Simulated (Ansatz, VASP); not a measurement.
# Two plane-wave programs on CaC2

Contents of INCAR:

```
ALGO = Normal
EDIFF = 1E-6
ENCUT = 600
GGA = CA
GGA_COMPAT = F
ISIF = 2
ISMEAR = 0
LASPH = T
LCHARG = F
LREAL = F
LWAVE = F
NBANDS = 16
NELM = 120
PREC = Accurate
SIGMA = 0.05
```

KPOINTS

```
k-points
0
Gamma
  10 10 10
```

POSCAR

```
CaC2
1.0
   -1.8789219473      1.8789219473      2.9033998300
    1.8789219473     -1.8789219473      2.9033998300
    1.8789219473      1.8789219473     -2.9033998300
Ca C
1 2
Direct
    0.0000000000      0.0000000000      0.0000000000
    0.5996770466      0.5996770466      0.0000000000
    0.4003229534      0.4003229534      0.0000000000
```

Input for Ansatz:

```yaml
crystal:
  lattice:
    - [-1.8789219473, 1.8789219473, 2.90339983]
    - [1.8789219473, -1.8789219473, 2.90339983]
    - [1.8789219473, 1.8789219473, -2.90339983]
  atoms:
    - { symbol: Ca, position: [0.0, 0.0, 0.0] }
    - { symbol: C, position: [0.5996770466, 0.5996770466, 0.0] }
    - { symbol: C, position: [0.4003229534, 0.4003229534, 0.0] }
basis:
  ecutwfc: 420
kpoints:
  mp_grid: { grid: [10, 10, 10] }
hamiltonian:
  xc: lda
scf:
  occupations: { method: gaussian, width: 0.05 }
output:
  forces: true
  stress: true
  eigenvalues: true
```

Change from the starting cell: strain -0.0750 x Voigt [0, 0, 1, 0, 0, 0], atoms carried along.

Alike in both runs: task single point; functional LDA; k mesh 10 × 10 × 10; occupations gaussian, width 0.05 eV; no spin polarisation.

|  | VASP | Ansatz |
| --- | --- | --- |
| version | VASP 6.6.1 | Ansatz 0.2.0 |
| potentials or method | VASP PAW LDA potentials, release 64 (Ca_sv, C), cutoff 600 eV | scalar-relativistic, plane waves, PAW |
| valence electrons in the cell | 18 | 18 |

```tsv
	VASP	Ansatz	Ansatz less VASP
gap on the k mesh at the Fermi level (eV)	1.00	1.02	+0.017
least direct gap on the mesh (eV)	2.33	2.34	+0.012
pressure (GPa)	23.2	22.5	-0.63
traceless stress, the component that is largest in VASP (GPa)	44.56	43.74	-0.819
rms of the force components (eV/Å)	4.196	4.110	-0.0862
```

LDA's correlation is that of Perdew and Zunger in VASP and of Perdew and Wang (1992) in Ansatz. Atom by atom the forces differ by 0.086 eV/Å (rms over components).
